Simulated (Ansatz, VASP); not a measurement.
# One calculation of Ge, two programs

```
Ge
1.0
     3.99697    0.00000    0.00000
    -1.99848    3.46148    0.00000
     0.00000    0.00000    6.59637
Ge
4
Direct
  0.66667 0.33333 0.07428
  0.33333 0.66667 0.55154
  0.66667 0.33333 0.44846
  0.33333 0.66667 0.92572
```

Change from the starting cell: mode 6 (211.4 1/cm) frozen in, largest displacement +0.075 Å.

Alike in both runs: task single point; functional PBEsol; k mesh 12 × 12 × 8; occupations gaussian, width 0.15 eV; no spin polarisation.

|  | VASP | Ansatz |
| --- | --- | --- |
| version | VASP 6.6.1 | Ansatz 0.2.0 |
| potentials or method | VASP PAW PBE potentials, release 64 (Ge_d), cutoff 520 eV | scalar-relativistic, plane waves, PAW |
| valence electrons in the cell | 56 | 56 |

VASP gave:

* gap on the k mesh at the Fermi level (eV): none
* pressure (GPa): 0.1
* traceless stress, the component that is largest in VASP (GPa): -0.45
* rms of the force components (eV/Å): 0.497

Q: What did Ansatz give for the same quantities?

A: gap on the k mesh at the Fermi level (eV): none; pressure (GPa): 0.1; traceless stress, the component that is largest in VASP (GPa): -0.45; rms of the force components (eV/Å): 0.496.

VASP's potentials were made for PBE, not for PBEsol. Atom by atom the forces differ by 0.001 eV/Å (rms over components). A gap of «none» marks a metal or a gap that the smearing closes. The functional is the same, so the differences come from potentials, cutoffs and numerics.
